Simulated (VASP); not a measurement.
# Sr (I4/mmm) in VASP: further runs

Runs on Sr. Level: r2SCAN. Tasks: single point.

Everything below comes from runs of VASP 6.6.1. Logs are shortened: lines on timing, memory, paths and dates and some standing lists are left out, and cuts for length are marked.

### Step 1. The cell of the first run

Symmetry: I4/mmm, No. 139, tetragonal system. Conventional cell: a = 4.923 Å, b = 4.923 Å, c = 4.995 Å, α = 90.00°, β = 90.00°, γ = 90.00°. Within 5.6 Å of Sr (site symmetry 4/mmm) lie 14 Sr at 4.28 to 5.00 Å.

### Step 2. Single point, r2SCAN (strain +0.015 along x and y, +0.030 along z)

Contents of POSCAR:

```
Sr
1.0
   -2.4613750000      2.4613750000      2.4977500000
    2.4613750000     -2.4613750000      2.4977500000
    2.4613750000      2.4613750000     -2.4977500000
Sr
1
Direct
    0.0000000000      0.0000000000      0.0000000000
```

Contents of INCAR.step1:

```
SYSTEM = Sr
ALGO = Normal ; EDIFF = 1E-4
ENCUT = 520 ; GGA = PE
ISMEAR = 0 ; LASPH = .True.
LCHARG = .False. ; LREAL = .False.
LWAVE = .True. ; NBANDS = 11
NELM = 80 ; PREC = Accurate
SIGMA = 0.15
```

Contents of INCAR.step2:

```
SYSTEM = Sr
ALGO = Normal ; EDIFF = 1E-6
ENCUT = 520 ; ISIF = 2
ISMEAR = 0 ; ISTART = 1
LASPH = .True. ; LCHARG = .False.
LMIXTAU = .True. ; LREAL = .False.
LWAVE = .False. ; METAGGA = R2SCAN
NBANDS = 11 ; NELM = 80
PREC = Accurate ; SIGMA = 0.15
```

Contents of KPOINTS:

```
k-points
0
Gamma
  14 14 14
  0 0 0
```

Potentials or basis: VASP PAW PBE potentials, release 64 (Sr_sv).

Command:

```console
$ cat potpaw_PBE.64/Sr_sv/POTCAR > POTCAR
$ cp INCAR.step1 INCAR
$ mpirun -np 1 vasp_std > vasp.out
$ cp INCAR.step2 INCAR
$ mpirun -np 1 vasp_std > vasp.out
```

OUTCAR:

```text
SYSTEM = Sr
   EDIFF = 1E-6
   ENCUT = 520
   ISIF = 2
   ISMEAR = 0
   ISTART = 1
   LASPH = .True.
   LREAL = .False.
   METAGGA = R2SCAN
   NELM = 80
   PREC = Accurate

 ion  position               nearest neighbor table
   1  0.000  0.000  0.000-

  LATTYP: Found a body centered tetragonal cell.
 ALAT       =     4.9227500000
 C/A-ratio  =     1.0147783251

  Lattice vectors:

 A1 = (  -2.4613750000,   2.4613750000,   2.4977500000)
 A2 = (   2.4613750000,  -2.4613750000,   2.4977500000)
 A3 = (   2.4613750000,   2.4613750000,  -2.4977500000)

Analysis of symmetry for initial positions (statically):
=====================================================================
 Subroutine PRICEL returns:
 Original cell was already a primitive cell.

 Routine SETGRP: Setting up the symmetry group for a
 body centered tetragonal supercell.

 Subroutine GETGRP returns: Found 16 space group operations
 (whereof 16 operations were pure point group operations)
 out of a pool of 16 trial point group operations.

The static configuration has the point symmetry D_4h.

Analysis of symmetry for dynamics (positions and initial velocities):
=====================================================================
 Subroutine PRICEL returns:
 Original cell was already a primitive cell.

 Routine SETGRP: Setting up the symmetry group for a
 body centered tetragonal supercell.

 Subroutine GETGRP returns: Found 16 space group operations
 (whereof 16 operations were pure point group operations)
 out of a pool of 16 trial point group operations.

The dynamic configuration has the point symmetry D_4h.

 Subroutine INISYM returns: Found 16 space group operations
 (whereof 16 operations are pure point group operations),
 and found     1 'primitive' translations

----------------------------------------------------------------------------------------

                                     Primitive cell

  volume of cell :      60.5291

  direct lattice vectors                    reciprocal lattice vectors
    -2.461375000  2.461375000  2.497750000     0.000000000  0.203138490  0.200180162
     2.461375000 -2.461375000  2.497750000     0.203138490  0.000000000  0.200180162
     2.461375000  2.461375000 -2.497750000     0.203138490  0.203138490  0.000000000

  length of vectors
     4.284330618  4.284330618  4.284330618     0.285197025  0.285197025  0.287281207

  position of ions in fractional coordinates (direct lattice)
     0.000000000  0.000000000  0.000000000

  ion indices of the primitive-cell ions
   primitive index   ion index
                 1           1

----------------------------------------------------------------------------------------
[... 76 lines left out ...]
   ISIF   =      2    stress and relaxation
   ISYM   =      2    0-nonsym 1-usesym 2-fastsym
   POTIM  = 0.5000    time-step for ionic-motion
   TEBEG  =    0.0;   TEEND  =   0.0 temperature during run
   PSTRESS=    0.0 pullay stress
   NELECT =      10.0000    total number of electrons
   NUPDOWN=      -1.0000    fix difference up-down
   EMIN   =  10.00;   EMAX   =-10.00  energy-range for DOS
   EFERMI =   0.00;   METHOD = LEGACY
   ISMEAR =     0;   SIGMA  =   0.15  broadening in eV -4-tet -1-fermi 0-gaus
   EFERMI_NEDOS =   21; number of points for ismear=-14 and -15
   IALGO  =     38    algorithm
   IMIX   =      4    mixing-type and parameters
     AMIX     =   0.40;   BMIX     =  1.00
     AMIX_MAG =   1.60;   BMIX_MAG =  1.00
  volume/ion in A,a.u.               =      60.53       408.47
  Fermi-wavevector in a.u.,A,eV,Ry     =   0.898297  1.697535 10.979053  0.806938
  Thomas-Fermi vector in A             =   2.020989
   LORBIT       =      0    0 simple, 1 ext, 2 COOP (PROOUT), +10 PAW based schemes
   METAGGA = R2SCAN    functional components
   LHFCALC =     F    Hartree Fock is set to
   AEXX    =    0.0000 exact exchange contribution
   IVDW    =     0    specifies the selected vdW correction
   LEPSILON=     F    determine dielectric tensor
   LRPA    =     F    only Hartree local field effects (RPA)
 non-spin polarized calculation
 Gauss-broadening in eV      SIGMA  =   0.15
  energy-cutoff  :      520.00
  volume of cell :       60.53
 maximum number of plane-waves:      1654
   NGX = 15   NGY = 15   NGZ = 15

 number of electron      10.0000000 magnetization

 Free energy of the ion-electron system (eV)
  ---------------------------------------------------
  ext. energy  EPLUGINS =         0.00000000
  ---------------------------------------------------
  free energy    TOTEN  =       -15.08596895 eV

  energy without entropy =      -15.06749242  energy(sigma->0) =      -15.07673069

 E-fermi :   1.3059     XC(G=0):  -7.4894

 val. band max:        1.3024468918   @ k =   0.3571   0.2857   0.0000
 cond. band min:       1.3083549740   @ k =   0.4286   0.1429   0.0000
 fundamental gap:      0.0059080823
 Fermi energy:         1.3058599817

 k-point     1 :       0.0000    0.0000    0.0000
  band No.  band energies     occupation
      1     -36.9341      2.00000
      2     -18.2040      2.00000
      3     -18.2040      2.00000
      4     -18.2023      2.00000
      5      -2.3922      2.00000
      6       3.8857      0.00000
      7       3.8857      0.00000
      8       3.9662      0.00000
      9       5.1149      0.00000
     10       5.2274      0.00000
     11       9.4337      0.00000
[... 309 lines left out ...]
 k-point    24 :       0.2857    0.1429    0.0000
  band No.  band energies     occupation
      1     -36.9249      2.00000
      2     -18.3200      2.00000
      3     -18.2489      2.00000
      4     -18.2115      2.00000
      5      -0.3514      2.00000
      6       2.0987      0.00000
      7       2.7723      0.00000
      8       4.8797      0.00000
      9       5.4543      0.00000
     10       5.8798      0.00000
     11       7.5265      0.00000

 [... further k-points ...]
[... 5 lines left out ...]
  --------------------------------------------------------------------------------------
  -------------------------------------------------------------------------------------
  Total       -0.2822347     -0.2822347     -0.2774815      0.0000000      0.0000000      0.0000000
  in kB       -7.4706163     -7.4706163     -7.3448014      0.0000000      0.0000000      0.0000000
  external PRESSURE =      -7.4286780 kB  Pullay stress =       0.0000000 kB

 VOLUME and BASIS-vectors are now :
 -----------------------------------------------------------------------------
  energy-cutoff  :      520.00
  volume of cell :       60.53
      direct lattice vectors                 reciprocal lattice vectors
    -2.461375000  2.461375000  2.497750000     0.000000000  0.203138490  0.200180162
     2.461375000 -2.461375000  2.497750000     0.203138490  0.000000000  0.200180162
     2.461375000  2.461375000 -2.497750000     0.203138490  0.203138490  0.000000000

 POSITION                                       TOTAL-FORCE (eV/Angst)
 -----------------------------------------------------------------------------------
      0.00000      0.00000      0.00000        -0.000000      0.000000      0.000000
 -----------------------------------------------------------------------------------
    total drift:                               -0.000000      0.000000     -0.000000

  FREE ENERGIE OF THE ION-ELECTRON SYSTEM (eV)
  ---------------------------------------------------
  free  energy   TOTEN  =       -15.0859689497 eV

  energy  without entropy=      -15.0674924233  energy(sigma->0) =      -15.07673069
```

It took 6.4 min on 1 thread of Intel Xeon 8259CL, shared host; peak memory 0.3 GiB.

Results:

```yaml
Free_energy: -15.0860 eV
Pressure: -0.7 GPa
Band_gap_on_the_k_mesh: zero (bands 5 and 6 overlap by 0.27 eV)
```

Caveat: the cell differs from its parent crystal (strain +0.015 along x and y, +0.030 along z); the PAW data sets were made with another functional, which shifts forces and pressure a little.

### Step 3. Single point, r2SCAN (strain +0.030 along x and y, +0.015 along z)

Contents of POSCAR:

```
Sr
1.0
   -2.4977500000      2.4977500000      2.4613750000
    2.4977500000     -2.4977500000      2.4613750000
    2.4977500000      2.4977500000     -2.4613750000
Sr
1
Direct
    0.0000000000      0.0000000000      0.0000000000
```

Contents of INCAR.step1:

```
SYSTEM = Sr
  PREC = Accurate
  ENCUT = 520
  ISMEAR = 0
  SIGMA = 0.15
  LREAL = .False.
  LASPH = .True.
  NELM = 80
  NBANDS = 11
  GGA = PE
  ALGO = Normal
  EDIFF = 1E-4
  LWAVE = .True.
  LCHARG = .False.
```

Contents of INCAR.step2:

```
SYSTEM = Sr
  PREC = Accurate
  ENCUT = 520
  EDIFF = 1E-6
  ISMEAR = 0
  SIGMA = 0.15
  LREAL = .False.
  LASPH = .True.
  NELM = 80
  ALGO = Normal
  ISIF = 2
  LWAVE = .False.
  LCHARG = .False.
  METAGGA = R2SCAN
  LMIXTAU = .True.
  NBANDS = 11
  ISTART = 1
```

Contents of KPOINTS:

```
regular mesh
0
Gamma
  14 14 14
  0 0 0
```

Potentials or basis: VASP PAW PBE potentials, release 64 (Sr_sv).

Command:

```console
$ cat potpaw_PBE.64/Sr_sv/POTCAR > POTCAR
$ cp INCAR.step1 INCAR
$ mpirun -np 1 vasp_std > vasp.out
$ cp INCAR.step2 INCAR
$ mpirun -np 1 vasp_std > vasp.out
```

Run time: 5.9 min. Hardware: 1 thread of Intel Xeon 8259CL, shared host; peak memory 0.31 GiB.

It converged, with:

| Quantity | Value |
| --- | --- |
| Free energy | -15.0815 eV |
| Pressure | -0.9 GPa |
| Band gap on the k mesh | zero (bands 5 and 6 overlap by 0.27 eV) |

Levels at points of the mesh, in eV from the Fermi level:
| k point | band 1 | band 2 | band 3 | band 4 | band 5 | band 6 | band 7 | band 8 | band 9 | band 10 |
| --- | --- | --- | --- | --- | --- | --- | --- | --- | --- | --- |
| (0.00, 0.00, 0.00) | -38.27 | -19.54 | -19.54 | -19.54 | -3.67 | 2.53 | 2.61 | 2.61 | 3.78 | 3.89 |
| (0.50, 0.00, 0.00) | -38.26 | -19.68 | -19.59 | -19.54 | -0.89 | 0.00 | 1.41 | 3.68 | 4.31 | 5.38 |
| (0.50, 0.50, 0.00) | -38.26 | -19.68 | -19.59 | -19.54 | -0.92 | -0.04 | 1.50 | 3.59 | 4.25 | 5.37 |
| (0.50, 0.50, 0.50) | -38.25 | -19.64 | -19.64 | -19.64 | 0.03 | 0.06 | 3.36 | 3.36 | 3.56 | 5.02 |

Caveat: the cell differs from its parent crystal (strain +0.030 along x and y, +0.015 along z); the PAW data sets were made with another functional, which shifts forces and pressure a little.
